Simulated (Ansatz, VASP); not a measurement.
One calculation of Ta, two programs

POSCAR

```
Ta
1.0
   -1.6593948200      1.6593948200      1.6593948200
    1.6593948200     -1.6593948200      1.6593948200
    1.6593948200      1.6593948200     -1.6593948200
Ta
1
Direct
    0.0000000000      0.0000000000      0.0000000000
```

File INCAR.step1:

```
SYSTEM = Ta
ALGO = Normal ; EDIFF = 1E-4
ENCUT = 520 ; GGA = PE
ISMEAR = 0 ; LASPH = .TRUE.
LCHARG = .FALSE. ; LREAL = .FALSE.
LWAVE = .TRUE. ; NBANDS = 12
NELM = 100 ; PREC = Accurate
SIGMA = 0.1
```

File INCAR.step2:

```
SYSTEM = Ta
ALGO = Normal ; EDIFF = 1E-6
ENCUT = 520 ; ISIF = 2
ISMEAR = 0 ; ISTART = 1
LASPH = .TRUE. ; LCHARG = .TRUE.
LELF = .TRUE. ; LMIXTAU = .TRUE.
LREAL = .FALSE. ; LVHAR = .TRUE.
LWAVE = .FALSE. ; METAGGA = R2SCAN
NBANDS = 12 ; NELM = 100
PREC = Accurate ; SIGMA = 0.1
```

KPOINTS

```
k-points
0
G
  18 18 18
  0 0 0
```

Input for Ansatz:

```yaml
crystal:
  lattice:
    - [-1.65939482, 1.65939482, 1.65939482]
    - [1.65939482, -1.65939482, 1.65939482]
    - [1.65939482, 1.65939482, -1.65939482]
  atoms:
    - { symbol: Ta, position: [0.0, 0.0, 0.0] }
basis:
  ecutwfc: 500
kpoints:
  mp_grid: { grid: [18, 18, 18] }
  band_path:
    path:
      - [[0.0, 0.0, 0.0], [0.5, -0.5, 0.5], [0.0, 0.0, 0.5], [0.0, 0.0, 0.0], [0.25, 0.25, 0.25], [0.5, -0.5, 0.5]]
      - [[0.25, 0.25, 0.25], [0.0, 0.0, 0.5]]
    npoints: 14
hamiltonian:
  xc: r2scan
scf:
  occupations: { method: gaussian, width: 0.1 }
  n_extra_bands: 6
output:
  forces: true
  stress: true
  eigenvalues: true
  populations: true
  dos: { projected: true, de: 0.02, nscf_kmesh: { grid: [27, 27, 27] } }
  bader: true
  write_density: true
  write_potential: true
  elf: true
  volumetric_format: npy
```

Alike in both runs: task single point; functional r2SCAN; k mesh 18 × 18 × 18; occupations gaussian, width 0.1 eV; no spin polarisation.

|  | VASP | Ansatz |
| --- | --- | --- |
| version | VASP 6.6.1 | Ansatz 0.2.0 |
| potentials or method | VASP PAW PBE potentials, release 64 (Ta_pv), cutoff 520 eV | scalar-relativistic, plane waves, PAW |
| valence electrons in the cell | 11 | 13 |

|  | VASP | Ansatz | Ansatz less VASP |
| --- | --- | --- | --- |
| gap on the k mesh at the Fermi level (eV) | none | none | - |
| pressure (GPa) | -2.0 | -2.5 | -0.59 |

VASP's potentials were made for PBE, not for r2SCAN. A gap of «none» marks a metal or a gap that the smearing closes. VASP's potentials hold 11 valence electrons a cell and Ansatz's 13, so a difference there can come from the potentials and not from the codes.

Spin-orbit coupling is off throughout.
